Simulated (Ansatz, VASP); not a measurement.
# Two plane-wave programs on InSe

```
In Se
1.0
     4.03224    0.00000    0.00000
    -2.01612    3.49202    0.00000
     0.00000    0.00000   16.76403
In Se
4 4
Direct
  0.33333 0.66667 0.16667
  0.66667 0.33333 0.66667
  0.33333 0.66667 0.33333
  0.66667 0.33333 0.83333
  0.33333 0.66667 0.58991
  0.66667 0.33333 0.08991
  0.33333 0.66667 0.91009
  0.66667 0.33333 0.41009
```

Alike in both runs: functional PBE; dispersion D3(BJ); k mesh 15 × 15 × 4; occupations gaussian, width 0.02 eV; no spin polarisation.

Ansatz relaxed the structure, and its values are those at the end. VASP's run is a single point on that final structure, the one shown.

```csv
,VASP,Ansatz
version,VASP 6.6.1,Ansatz 0.2.0
potentials or method,"VASP PAW PBE potentials, release 64 (In_d, Se), cutoff 500 eV","scalar-relativistic, plane waves, PAW"
valence electrons in the cell,76,116
```

Ansatz gave:

```
gap on the k mesh at the Fermi level (eV) : 0.37
least direct gap on the mesh (eV)         : 0.37
pressure (GPa)                            : 0.0
rms of the force components (eV/Å)        : 0.001
```

Problem. What did VASP give for the same quantities?

Solution. gap on the k mesh at the Fermi level (eV): 0.36; least direct gap on the mesh (eV): 0.36; pressure (GPa): 0.0; rms of the force components (eV/Å): 0.007.

VASP's potentials hold 76 valence electrons a cell and Ansatz's 116, so a difference there can come from the potentials and not from the codes.
